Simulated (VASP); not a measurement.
A run of VASP 6.6.1 is set up as follows.

Contents of INCAR:

```
SYSTEM = SrCl2
PREC = Accurate ; ENCUT = 520
EDIFF = 1E-6 ; ISMEAR = 0
SIGMA = 0.01 ; LREAL = .FALSE.
LASPH = .TRUE. ; NELM = 100
ALGO = Normal ; ISIF = 2
LWAVE = .FALSE. ; LCHARG = .FALSE.
GGA = PS ; NBANDS = 19
```

Contents of KPOINTS:

```
Automatic mesh
0
G
  4 4 4
  0 0 0
```

Contents of POSCAR:

```
SrCl2
1.0
    2.4567214715      1.4183888029      4.0153159770
   -2.4567214715      1.4183888029      4.0153159770
    0.0000000000     -2.8367776058      4.0153159770
Sr Cl
1 2
Direct
    0.0000000000      0.0000000000      0.0000000000
    0.2499511369      0.2499511369      0.2499511369
    0.7500488631      0.7500488631      0.7500488631
```

Potentials or basis: VASP PAW PBE potentials, release 64 (Sr_sv, Cl).

The run is started by

```console
$ cat potpaw_PBE.64/Sr_sv/POTCAR potpaw_PBE.64/Cl/POTCAR > POTCAR
$ mpirun -np 1 vasp_std > vasp.out
```

(1) What does it give for the band gap on the k mesh?

(2) Estimate the pressure.

Results:

(1) 5.17 eV (least direct gap 5.35 eV).

(2) -0.6 GPa.

Caveat: the PAW data sets were made with another functional, which shifts forces and pressure a little.
